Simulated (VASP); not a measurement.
# MgO (Pm-3m) in VASP: further runs

MgO is run at these levels: PBEsol; tasks: single point.

Everything below comes from runs of VASP 6.6.1. Logs are shortened: lines on timing, memory, paths and dates and some standing lists are left out, and cuts for length are marked.

### Step 1. The cell of the first run

Symmetry: Pm-3m, No. 221, cubic system. The conventional cell has a = 2.668 Å, b = 2.668 Å, c = 2.668 Å, α = 90.00°, β = 90.00°, γ = 90.00°. Mg (site symmetry m-3m) has 8 O at 2.31 Å and 6 Mg at 2.67 Å within 3.1 Å. Within 3.1 Å of O (site symmetry m-3m) lie 8 Mg at 2.31 Å and 6 O at 2.67 Å.

### Step 2. Single point, PBEsol (volume scaled by 1.040)

File INCAR:

```
PREC = Accurate ; ENCUT = 520
EDIFF = 1E-7 ; ISMEAR = 0
SIGMA = 0.05 ; LREAL = F
LASPH = T ; NELM = 60
ALGO = Normal ; ISIF = 2
LWAVE = F ; LCHARG = F
GGA = PS ; NBANDS = 11
```

File KPOINTS:

```
regular mesh
0
Gamma
  14 14 14
```

File POSCAR:

```
MgO
1.0
    2.6678129662      0.0000000000      0.0000000000
    0.0000000000      2.6678129662      0.0000000000
    0.0000000000      0.0000000000      2.6678129662
Mg O
1 1
Direct
    0.0000000000      0.0000000000      0.0000000000
    0.5000000000      0.5000000000      0.5000000000
```

Potentials or basis: VASP PAW PBE potentials, release 64 (Mg, O).

Command:

```
> cat potpaw_PBE.64/Mg/POTCAR potpaw_PBE.64/O/POTCAR > POTCAR
> mpirun -np 1 vasp_std > vasp.out
```

OUTCAR:

```text
PREC = Accurate
   ENCUT = 520
   EDIFF = 1E-7
   ISMEAR = 0
   LREAL = F
   LASPH = T
   NELM = 60
   ISIF = 2
   GGA = PS

 ion  position               nearest neighbor table
   1  0.000  0.000  0.000-   2 2.31   2 2.31   2 2.31   2 2.31   2 2.31   2 2.31   2 2.31   2 2.31

   2  0.500  0.500  0.500-   1 2.31   1 2.31   1 2.31   1 2.31   1 2.31   1 2.31   1 2.31   1 2.31

  LATTYP: Found a simple cubic cell.
 ALAT       =     2.6678129662

  Lattice vectors:

 A1 = (   2.6678129662,   0.0000000000,   0.0000000000)
 A2 = (   0.0000000000,   2.6678129662,   0.0000000000)
 A3 = (   0.0000000000,   0.0000000000,   2.6678129662)

Analysis of symmetry for initial positions (statically):
=====================================================================
 Subroutine PRICEL returns:
 Original cell was already a primitive cell.

 Routine SETGRP: Setting up the symmetry group for a
 simple cubic supercell.

 Subroutine GETGRP returns: Found 48 space group operations
 (whereof 48 operations were pure point group operations)
 out of a pool of 48 trial point group operations.

The static configuration has the point symmetry O_h .

Analysis of symmetry for dynamics (positions and initial velocities):
=====================================================================
 Subroutine PRICEL returns:
 Original cell was already a primitive cell.

 Routine SETGRP: Setting up the symmetry group for a
 simple cubic supercell.

 Subroutine GETGRP returns: Found 48 space group operations
 (whereof 48 operations were pure point group operations)
 out of a pool of 48 trial point group operations.

The dynamic configuration has the point symmetry O_h .

 Subroutine INISYM returns: Found 48 space group operations
 (whereof 48 operations are pure point group operations),
 and found     1 'primitive' translations

----------------------------------------------------------------------------------------

                                     Primitive cell

  volume of cell :      18.9874

  direct lattice vectors                    reciprocal lattice vectors
     2.667812966  0.000000000  0.000000000     0.374838871  0.000000000  0.000000000
     0.000000000  2.667812966  0.000000000     0.000000000  0.374838871  0.000000000
     0.000000000  0.000000000  2.667812966     0.000000000  0.000000000  0.374838871

  length of vectors
     2.667812966  2.667812966  2.667812966     0.374838871  0.374838871  0.374838871

  position of ions in fractional coordinates (direct lattice)
     0.000000000  0.000000000  0.000000000
     0.500000000  0.500000000  0.500000000

  ion indices of the primitive-cell ions
   primitive index   ion index
                 1           1
                 2           2

----------------------------------------------------------------------------------------

 KPOINTS: regular mesh

Automatic generation of k-mesh.
 Grid dimensions read from file:
 generate k-points for:   14   14   14

 Generating k-lattice:

  Cartesian coordinates                     Fractional coordinates (reciprocal lattice)
     0.026774205  0.000000000  0.000000000     0.071428571  0.000000000  0.000000000
     0.000000000  0.026774205  0.000000000     0.000000000  0.071428571  0.000000000
     0.000000000  0.000000000  0.026774205     0.000000000  0.000000000  0.071428571

  Length of vectors
     0.026774205  0.026774205  0.026774205

  Shift w.r.t. Gamma in fractional coordinates (k-lattice)
     0.000000000  0.000000000  0.000000000

 Subroutine IBZKPT returns following result:
 ===========================================

 Found    120 irreducible k-points:

 Following reciprocal coordinates:
            Coordinates               Weight
  0.000000  0.000000  0.000000      1.000000
  0.071429  0.000000  0.000000      6.000000
  0.142857  0.000000  0.000000      6.000000
  0.214286  0.000000  0.000000      6.000000
  0.285714  0.000000  0.000000      6.000000
  0.357143  0.000000  0.000000      6.000000
[... 16 lines left out ...]
  0.285714  0.214286  0.000000     24.000000
  0.357143  0.214286  0.000000     24.000000
 [... further k-points ...]
   k-points           NKPTS =    120   k-points in BZ     NKDIM =    120   number of bands    NBANDS=     11
   number of dos      NEDOS =    301   number of ions     NIONS =      2
   total plane-waves  NPLWV =   8000
   dimension x,y,z NGX =    20 NGY =   20 NGZ =   20
   dimension x,y,z NGXF=    40 NGYF=   40 NGZF=   40
   ions per type =               1   1
   NGX,Y,Z   is equivalent  to a cutoff of  12.46, 12.46, 12.46 a.u.
   NGXF,Y,Z  is equivalent  to a cutoff of  24.93, 24.93, 24.93 a.u.
 SYSTEM =  unknown system
   PREC   = accura    normal or accurate (medium, high low for compatibility)
   ISTART =      0    job   : 0-new  1-cont  2-samecut
   ICHARG =      2    charge: 1-file 2-atom 10-const
   ISPIN  =      1    spin polarized calculation?
   LNONCOLLINEAR =      F non collinear calculations
   LSORBIT =      F    spin-orbit coupling
   LASPH  =      T    aspherical Exc in radial PAW
   ENCUT  =  520.0 eV  38.22 Ry    6.18 a.u.   4.96  4.96  4.96*2*pi/ulx,y,z
   NELM   =     60;   NELMIN=  2; NELMDL= -5     # of ELM steps
   EDIFF  = 0.1E-06   stopping-criterion for ELM
   LREAL  =      F    real-space projection
   EDIFFG = 0.1E-05   stopping-criterion for IOM
   NSW    =      0    number of steps for IOM
   IBRION =     -1    ionic relax: 0-MD 1-quasi-New 2-CG
   NFREE  =      0    steps in history (QN), initial steepest desc. (CG)
   ISIF   =      2    stress and relaxation
   ISYM   =      2    0-nonsym 1-usesym 2-fastsym
   POTIM  = 0.5000    time-step for ionic-motion
   TEBEG  =    0.0;   TEEND  =   0.0 temperature during run
   PSTRESS=    0.0 pullay stress
   NELECT =       8.0000    total number of electrons
   NUPDOWN=      -1.0000    fix difference up-down
   EMIN   =  10.00;   EMAX   =-10.00  energy-range for DOS
   EFERMI =   0.00;   METHOD = LEGACY
   ISMEAR =     0;   SIGMA  =   0.05  broadening in eV -4-tet -1-fermi 0-gaus
   EFERMI_NEDOS =   21; number of points for ismear=-14 and -15
   IALGO  =     38    algorithm
   IMIX   =      4    mixing-type and parameters
     AMIX     =   0.40;   BMIX     =  1.00
     AMIX_MAG =   1.60;   BMIX_MAG =  1.00
  volume/ion in A,a.u.               =       9.49        64.07
  Fermi-wavevector in a.u.,A,eV,Ry     =   1.227296  2.319254 20.493862  1.506256
  Thomas-Fermi vector in A             =   2.362265
   LORBIT       =      0    0 simple, 1 ext, 2 COOP (PROOUT), +10 PAW based schemes
   GGA     = PS    functional components
   LHFCALC =     F    Hartree Fock is set to
   AEXX    =    0.0000 exact exchange contribution
   IVDW    =     0    specifies the selected vdW correction
   LEPSILON=     F    determine dielectric tensor
   LRPA    =     F    only Hartree local field effects (RPA)
 non-spin polarized calculation
 Gauss-broadening in eV      SIGMA  =   0.05
  energy-cutoff  :      520.00
  volume of cell :       18.99
 maximum number of plane-waves:       536
 NGX is ok and might be reduce to    20
   NGX =  9   NGY =  9   NGZ =  9

 number of electron       7.9999994 magnetization

 Free energy of the ion-electron system (eV)
  ---------------------------------------------------
  ext. energy  EPLUGINS =         0.00000000
  ---------------------------------------------------
  free energy    TOTEN  =       -11.01442241 eV

  energy without entropy =      -11.01442241  energy(sigma->0) =      -11.01442241

 E-fermi :   4.7895     XC(G=0): -11.3348

 val. band max:        4.5504338184   @ k =   0.5000   0.5000   0.0000
 cond. band min:       6.6762260679   @ k =   0.0000   0.0000   0.0000
 fundamental gap:      2.1257922494
 Fermi energy:         4.7894727797

 k-point     1 :       0.0000    0.0000    0.0000
  band No.  band energies     occupation
      1     -13.6529      2.00000
      2       3.5757      2.00000
      3       3.5757      2.00000
      4       3.5757      2.00000
      5       6.6762      0.00000
      6      14.7556      0.00000
      7      14.7556      0.00000
      8      24.1378      0.00000
      9      24.1378      0.00000
     10      24.1378      0.00000
     11      31.4615      0.00000

 k-point     2 :       0.0714    0.0000    0.0000
  band No.  band energies     occupation
      1     -13.6047      2.00000
      2       3.0972      2.00000
      3       3.5963      2.00000
      4       3.5963      2.00000
      5       7.0399      0.00000
      6      14.8556      0.00000
      7      14.8591      0.00000
      8      24.0579      0.00000
      9      24.0579      0.00000
     10      24.2327      0.00000
     11      30.9177      0.00000

 k-point     3 :       0.1429    0.0000    0.0000
  band No.  band energies     occupation
      1     -13.4653      2.00000
      2       2.0709      2.00000
      3       3.6546      2.00000
      4       3.6546      2.00000
      5       7.7720      0.00000
      6      15.0483      0.00000
      7      15.1684      0.00000
      8      23.8185      0.00000
      9      23.8185      0.00000
     10      24.6070      0.00000
     11      29.8793      0.00000

 k-point     4 :       0.2143    0.0000    0.0000
  band No.  band energies     occupation
      1     -13.2528      2.00000
      2       0.9241      2.00000
      3       3.7406      2.00000
      4       3.7406      2.00000
      5       8.5672      0.00000
      6      15.1018      0.00000
      7      15.6799      0.00000
      8      23.4330      0.00000
      9      23.4330      0.00000
     10      25.4426      0.00000
     11      28.0410      0.00000
[... 239 lines left out ...]
 k-point    22 :       0.2143    0.2143    0.0000
  band No.  band energies     occupation
      1     -12.8859      2.00000
      2       0.9277      2.00000
      3       1.8632      2.00000
      4       3.9179      2.00000
      5      10.0651      0.00000
      6      15.0124      0.00000
      7      15.8051      0.00000
      8      22.5178      0.00000
      9      23.3517      0.00000
     10      24.6836      0.00000
     11      26.7195      0.00000

 k-point    23 :       0.2857    0.2143    0.0000
  band No.  band energies     occupation
      1     -12.6550      2.00000
      2       0.2440      2.00000
      3       1.7967      2.00000
      4       4.0234      2.00000
      5      10.7156      0.00000
      6      14.4780      0.00000
      7      16.0056      0.00000
      8      22.2907      0.00000
      9      23.1554      0.00000
     10      24.2983      0.00000
     11      26.0802      0.00000

 k-point    24 :       0.3571    0.2143    0.0000
  band No.  band energies     occupation
      1     -12.4307      2.00000
      2      -0.5057      2.00000
      3       1.9668      2.00000
      4       4.1212      2.00000
      5      11.3230      0.00000
      6      13.8165      0.00000
      7      16.2145      0.00000
      8      21.6866      0.00000
      9      22.8553      0.00000
     10      24.7542      0.00000
     11      25.7647      0.00000

 [... further k-points ...]
[... 5 lines left out ...]
  --------------------------------------------------------------------------------------
  -------------------------------------------------------------------------------------
  Total       -0.6935108     -0.6935108     -0.6935108     -0.0000000      0.0000000     -0.0000000
  in kB      -58.5191040    -58.5191040    -58.5191040     -0.0000000      0.0000000     -0.0000000
  external PRESSURE =     -58.5191040 kB  Pullay stress =       0.0000000 kB

 VOLUME and BASIS-vectors are now :
 -----------------------------------------------------------------------------
  energy-cutoff  :      520.00
  volume of cell :       18.99
      direct lattice vectors                 reciprocal lattice vectors
     2.667812966  0.000000000  0.000000000     0.374838871  0.000000000  0.000000000
     0.000000000  2.667812966  0.000000000     0.000000000  0.374838871  0.000000000
     0.000000000  0.000000000  2.667812966     0.000000000  0.000000000  0.374838871

 POSITION                                       TOTAL-FORCE (eV/Angst)
 -----------------------------------------------------------------------------------
      0.00000      0.00000      0.00000         0.000000      0.000000      0.000000
      1.33391      1.33391      1.33391         0.000000      0.000000      0.000000
 -----------------------------------------------------------------------------------
    total drift:                                0.000000      0.000000      0.000000

  FREE ENERGIE OF THE ION-ELECTRON SYSTEM (eV)
  ---------------------------------------------------
  free  energy   TOTEN  =       -11.0144224086 eV

  energy  without entropy=      -11.0144224086  energy(sigma->0) =      -11.01442241
```

It took 11 s on 1 thread of Intel Xeon Platinum 8488C (Sapphire Rapids), shared host; peak memory 0.14 GiB.

What came out:

```
Free energy            : -11.0144 eV
Pressure               : -5.9 GPa
Band gap on the k mesh : 2.13 eV, indirect (least direct gap 3.10 eV)
```

Levels at points of the mesh, in eV from the valence-band top:
| k point | band 1 | band 2 | band 3 | band 4 | band 5 | band 6 | band 7 | band 8 | band 9 |
| --- | --- | --- | --- | --- | --- | --- | --- | --- | --- |
| (0.00, 0.00, 0.00) | -18.20 | -0.97 | -0.97 | -0.97 | 2.13 | 10.21 | 10.21 | 19.59 | 19.59 |
| (0.50, 0.00, 0.00) | -17.05 | -6.33 | -0.53 | -0.53 | 6.59 | 8.98 | 14.18 | 17.04 | 17.53 |
| (0.50, 0.50, 0.00) | -16.22 | -4.56 | -4.56 | 0.00 | 4.70 | 11.67 | 11.67 | 12.90 | 18.90 |
| (0.50, 0.50, 0.50) | -15.43 | -3.48 | -3.48 | -3.48 | 7.19 | 7.19 | 7.19 | 15.61 | 18.20 |

Caveat: the cell differs from its parent crystal (volume scaled by 1.040); the PAW data sets were made with another functional, which shifts forces and pressure a little.

### Step 3. Single point, PBEsol

This run uses another cell than the first one, of 8.25 Å³/atom, 0.869 times its volume.

File INCAR:

```
SYSTEM = MgO
PREC = Accurate
ENCUT = 600
EDIFF = 1E-6
ISMEAR = 0
SIGMA = 0.05
LREAL = .FALSE.
LASPH = .TRUE.
NELM = 120
ALGO = Normal
ISIF = 2
LWAVE = .FALSE.
LCHARG = .FALSE.
GGA = PS
NBANDS = 11
GGA_COMPAT = .FALSE.
```

File KPOINTS:

```
regular mesh
0
G
  14 14 14
  0 0 0
```

File POSCAR:

```
MgO
1.0
    2.5457230900      0.0000000000      0.0000000000
    0.0000000000      2.5457230900      0.0000000000
    0.0000000000      0.0000000000      2.5457230900
Mg O
1 1
Direct
    0.0000000000      0.0000000000      0.0000000000
    0.5000000000      0.5000000000      0.5000000000
```

Potentials or basis: VASP PAW PBE potentials, release 64 (Mg, O).

Command:

```
> cat potpaw_PBE.64/Mg/POTCAR potpaw_PBE.64/O/POTCAR > POTCAR
> mpirun -np 1 vasp_std > vasp.out
```

Wall time 14 s (1 thread of Intel Xeon Platinum 8375C at 2.90GHz (Ice Lake), shared host); peak memory 0.14 GiB.

The run converged. Its results:

| Item | Value |
| --- | --- |
| Free energy | -10.9410 eV |
| Pressure | 17.8 GPa |
| Band gap on the k mesh | 3.46 eV, indirect (least direct gap 4.60 eV) |

Levels at points of the mesh, in eV from the valence-band top:
```
           k point  band 1  band 2  band 3  band 4  band 5  band 6  band 7  band 8  band 9
(0.00, 0.00, 0.00)  -19.21   -1.14   -1.14   -1.14    3.46   10.44   10.44   21.92   21.92
(0.50, 0.00, 0.00)  -17.71   -7.23   -0.65   -0.65    7.82   10.51   14.92   17.79   19.11
(0.50, 0.50, 0.00)  -16.66   -5.29   -5.29    0.00    5.20   13.21   13.21   14.04   19.97
(0.50, 0.50, 0.50)  -15.60   -4.17   -4.17   -4.17    7.79    7.79    7.79   18.22   20.03
```

Caveat: the PAW data sets were made with another functional, which shifts forces and pressure a little. A k mesh can miss the band edges.

### Step 4. Single point, PBEsol

This run uses another cell than the first one, of 9.24 Å³/atom, 0.973 times its volume.

File INCAR:

```
SYSTEM = MgO
PREC     = Accurate       ! precision mode
ENCUT    = 600            ! plane-wave cutoff, eV
EDIFF    = 1E-6           ! SCF threshold, eV
ISMEAR   = 0              ! smearing method
SIGMA    = 0.05           ! smearing width, eV
LREAL    = .False.        ! projectors in reciprocal space
LASPH    = .True.         ! aspherical terms in the spheres
NELM     = 120            ! most SCF steps
ALGO     = Normal         ! electronic algorithm
ISIF     = 2              ! what is computed and relaxed
LWAVE    = .False.        ! write WAVECAR
LCHARG   = .False.        ! write CHGCAR
GGA      = PS             ! functional
NBANDS   = 11             ! bands
GGA_COMPAT= .False.
```

File KPOINTS:

```
regular mesh
0
Gamma
  14 14 14
  0 0 0
```

File POSCAR:

```
MgO
1.0
    2.6437304260      0.0000000000      0.0000000000
    0.0000000000      2.6437304260      0.0000000000
    0.0000000000      0.0000000000      2.6437304260
Mg O
1 1
Direct
    0.0000000000      0.0000000000      0.0000000000
    0.5000000000      0.5000000000      0.5000000000
```

Command:

```
> cat potpaw_PBE.64/Mg/POTCAR potpaw_PBE.64/O/POTCAR > POTCAR
> mpirun -np 1 vasp_std > vasp.out
```

Wall time 14 s (1 thread of Intel Xeon Platinum 8375C at 2.90GHz (Ice Lake), shared host); peak memory 0.16 GiB.

It converged, with:

| Item | Value |
| --- | --- |
| Free energy | -11.0288 eV |
| Pressure | -2.4 GPa |
| Band gap on the k mesh | 2.36 eV, indirect (least direct gap 3.37 eV) |

Levels at points of the mesh, in eV from the valence-band top:
```
           k point  band 1  band 2  band 3  band 4  band 5  band 6  band 7  band 8
(0.00, 0.00, 0.00)  -18.38   -1.00   -1.00   -1.00    2.36   10.26   10.26   20.02
(0.50, 0.00, 0.00)  -17.17   -6.50   -0.56   -0.56    6.81    9.26   14.32   17.19
(0.50, 0.50, 0.00)  -16.30   -4.70   -4.70    0.00    4.80   11.96   11.96   13.12
(0.50, 0.50, 0.50)  -15.47   -3.61   -3.61   -3.61    7.31    7.31    7.31   16.09
```

Caveat: the PAW data sets were made with another functional, which shifts forces and pressure a little. A k mesh can miss the band edges.

### Step 5. Overview

| cell | cutoff (eV) | gap on the mesh (eV) | pressure (GPa) |
| --- | --- | --- | --- |
| a = 2.668 Å, 2 atoms | 520 | 2.13 | -5.9 |
| a = 2.546 Å, 2 atoms | 600 | 3.46 | 17.8 |
| a = 2.644 Å, 2 atoms | 600 | 2.36 | -2.4 |

Alike in all rows: task single point; level PBEsol; potentials or basis VASP PAW PBE potentials, release 64 (Mg, O); no spin polarisation; k mesh 14 × 14 × 14; smearing gaussian 0.05 eV.

Caveats: the PAW data sets were made with another functional, which shifts forces and pressure a little.

Absolute energies hang on the potentials; compare differences alone.
